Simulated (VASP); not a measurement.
A run of VASP 6.6.1:

File INCAR:

```
  ALGO = Normal
  EDIFF = 1E-6
  ENCUT = 500
  GGA = PE
  GGA_COMPAT = F
  ISIF = 2
  ISMEAR = 0
  LASPH = T
  LCHARG = T
  LELF = T
  LMAXMIX = 6
  LREAL = F
  LVHAR = T
  LWAVE = F
  NBANDS = 32
  NELM = 200
  PREC = Accurate
  SIGMA = 0.02
```

Contents of KPOINTS:

```
k-points
0
Gamma
  6 6 4
```

POSCAR

```
KNd2Sb3
1.0
    4.8258944293      0.0000000000      0.0000000000
   -2.4129472147      4.1793471717      0.0000000000
    0.0000000000      0.0000000000     10.8917557956
K Nd Sb
1 2 3
Direct
    0.6666666667      0.3333333333      0.0000000000
    0.3333333333      0.6666666667      0.3305173632
    0.3333333333      0.6666666667      0.6694826368
    0.0000000000      0.0000000000      0.5000000000
    0.0000000000      0.0000000000      0.7947770177
    0.0000000000      0.0000000000      0.2052229823
```

Potentials or basis: VASP PAW PBE potentials, release 64 (K_sv, Nd_3, Sb), 4f in core.

The run is started by

```sh
$ cat potpaw_PBE.64/K_sv/POTCAR potpaw_PBE.64/Nd_3/POTCAR potpaw_PBE.64/Sb/POTCAR > POTCAR
$ mpirun -np 1 vasp_std > vasp.out
```

Hardware: 1 thread of Intel(R) Xeon(R) Platinum 8375C CPU @ 2.90GHz (Ice Lake), with other jobs on the host.

Task: Estimate the wall time of this run.

Result: It took 2.4 min on 1 thread of Intel(R) Xeon(R) Platinum 8375C CPU @ 2.90GHz (Ice Lake) (shared host), peak memory 0.39 GiB. Counts: scf iterations 14, k points 21.
